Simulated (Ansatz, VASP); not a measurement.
BeS: VASP beside Ansatz

POSCAR

```
BeS
1.0
    3.3649628981      0.0000000000      0.0000000000
   -1.6824814490      2.9141433525      0.0000000000
    0.0000000000      0.0000000000      5.3582918495
Be S
2 2
Direct
    0.0000000000      0.0000000000      0.0000000000
    0.0000000000      0.0000000000      0.5000000000
    0.3333333333      0.6666666667      0.2500000000
    0.6666666667      0.3333333333      0.7500000000
```

Contents of INCAR.step1:

```
PREC = Accurate ; ENCUT = 520
ISMEAR = 0 ; SIGMA = 0.01
LREAL = False ; LASPH = True
NELM = 60 ; NBANDS = 16
GGA = PE ; ALGO = Normal
EDIFF = 1E-4 ; LWAVE = True
LCHARG = False
```

The input INCAR.step2:

```
PREC = Accurate ; ENCUT = 520
EDIFF = 1E-6 ; ISMEAR = 0
SIGMA = 0.01 ; LREAL = False
LASPH = True ; NELM = 60
ALGO = Normal ; ISIF = 2
LWAVE = False ; LCHARG = False
METAGGA = R2SCAN ; LMIXTAU = True
NBANDS = 16 ; ISTART = 1
```

The input KPOINTS:

```
regular mesh
0
Gamma
  9 9 4
```

Input for Ansatz:

```yaml
crystal:
  lattice:
    - [3.3649628981, 0.0, 0.0]
    - [-1.682481449, 2.9141433525, 0.0]
    - [0.0, 0.0, 5.3582918495]
  atoms:
    - { symbol: Be, position: [0.0, 0.0, 0.0] }
    - { symbol: Be, position: [0.0, 0.0, 0.5] }
    - { symbol: S, position: [0.3333333333, 0.6666666667, 0.25] }
    - { symbol: S, position: [0.6666666667, 0.3333333333, 0.75] }
kpoints:
  mp_grid: { grid: [9, 9, 4] }
hamiltonian:
  xc: r2scan
scf:
  occupations: { method: fixed }
  n_extra_bands: 5
output:
  forces: true
  stress: true
  eigenvalues: true
```

Alike in both runs: task single point; functional r2SCAN; k mesh 9 × 9 × 4; no spin polarisation.

```csv
,VASP,Ansatz
version,VASP 6.6.1,Ansatz 0.2.0
potentials or method,"VASP PAW PBE potentials, release 64 (Be, S)","plane waves, PAW"
plane-wave cutoff (eV),520,500
occupations,"gaussian, width 0.01 eV",fixed
valence electrons in the cell,16,16
```

```csv
,VASP,Ansatz,Ansatz less VASP
gap on the k mesh at the Fermi level (eV),1.85,1.85,-0.001
pressure (GPa),-6.0,-5.9,+0.14
"traceless stress, the component that is largest in VASP (GPa)",0.07,0.09,+0.020
```

VASP's potentials were made for PBE, not for r2SCAN.
